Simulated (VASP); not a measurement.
Write the native input for VASP 6.6.1 that does the following.

```yaml
Task: single point
Functional: PBE
Potentials_or_basis: VASP PAW PBE potentials, release 64 (Rh_pv, H)
Cutoff: 520 eV
k_mesh: 6 × 6 × 1
Occupations: gaussian, width 0.1 eV
Spin: no spin polarisation
Dipole_correction: yes
Further_INCAR_settings: ALGO = Fast; EDIFF = 1e-06; NBANDS = 102
```

The structure of HRh12 lies in POSCAR:

```
HRh12
1.0
    5.4165863251      0.0000000000      0.0000000000
   -2.7082931626      4.6909013593      0.0000000000
    0.0000000000      0.0000000000     19.7966118206
Rh H
12 1
Direct
    0.3333333333      0.1666666667      0.2020547777
    0.3333333333      0.6666666667      0.2020547777
    0.8333333333      0.1666666667      0.2020547777
    0.8333333333      0.6666666667      0.2020547777
    0.1666666667      0.3333333333      0.3106031918
    0.1666666667      0.8333333333      0.3106031918
    0.6666666667      0.3333333333      0.3106031918
    0.6666666667      0.8333333333      0.3106031918
    0.0000000000      0.0000000000      0.4190925142
    0.0000000000      0.5000000000      0.4190925142
    0.5000000000      0.0000000000      0.4190925142
    0.5000000000      0.5000000000      0.4190925142
    0.0000000000      0.1666666667      0.4868291496
```

These files were run (other wordings do the same):

INCAR

```
PREC = Accurate
ENCUT = 520
EDIFF = 1E-6
ISMEAR = 0
SIGMA = 0.1
LREAL = False
LASPH = True
NELM = 80
ALGO = Fast
ISIF = 2
LWAVE = False
LCHARG = False
LDIPOL = True
IDIPOL = 3
DIPOL = 0.5 0.5 0.324
GGA = PE
NBANDS = 102
```

KPOINTS

```
regular mesh
0
Gamma
  6 6 1
```

Potentials or basis: VASP PAW PBE potentials, release 64 (Rh_pv, H).

The run is started by

```bash
$ cat potpaw_PBE.64/Rh_pv/POTCAR potpaw_PBE.64/H/POTCAR > POTCAR
$ mpirun -np 1 vasp_std > vasp.out
```

It gave:

| Property | Result |
| --- | --- |
| Largest force | 0.301 eV/Å |
| Band gap on the k mesh | zero (an odd number of electrons rules out a gap without spin polarisation) |

Run time: 62 min on 1 thread of Oxide Virtual Turin-like Processor, with other jobs on the host, peak memory 0.96 GiB.
